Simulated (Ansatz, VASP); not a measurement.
## NiSb in VASP and in Ansatz

```
Sb Ni
1.0
     3.92800    0.00000    0.00000
    -1.96400    3.40175    0.00000
     0.00000    0.00000    5.12000
Sb Ni
2 2
Direct
  0.66667 0.33333 0.75000
  0.33333 0.66667 0.25000
  0.00000 0.00000 0.50000
  0.00000 0.00000 0.00000
```

Alike in both runs: task single point; functional PBE; k mesh 5 × 5 × 3; occupations fermi-dirac, width 0.05 eV; collinear spin.

|  | VASP | Ansatz |
| --- | --- | --- |
| version | VASP 6.6.1 | Ansatz 0.2.0 |
| potentials or method | VASP PAW PBE potentials, release 64 (Sb, Ni) | Ansatz PAW |
| plane-wave cutoff (eV) | 520 | 420 |
| valence electrons in the cell | 30 | 66 |

```tsv
	VASP	Ansatz	Ansatz less VASP
gap on the k mesh at the Fermi level (eV)	none	none	-
pressure (GPa)	3.8	3.9	+0.06
traceless stress, the component that is largest in VASP (GPa)	-0.99	-1.04	-0.051
net moment per atom (μB)	0.00	0.00	-0.001
```

A gap of «none» marks a metal or a gap that the smearing closes. With one functional, cell and mesh, what is left measures potentials, basis and numerics. VASP's potentials hold 30 valence electrons a cell and Ansatz's 66, so a difference there can come from the potentials and not from the codes.

The k mesh is coarse, so the values compare programs but aren't converged. Neither program's run includes spin-orbit coupling. Noted on Ansatz's run: the magnetic or orbital state may not be the lowest.
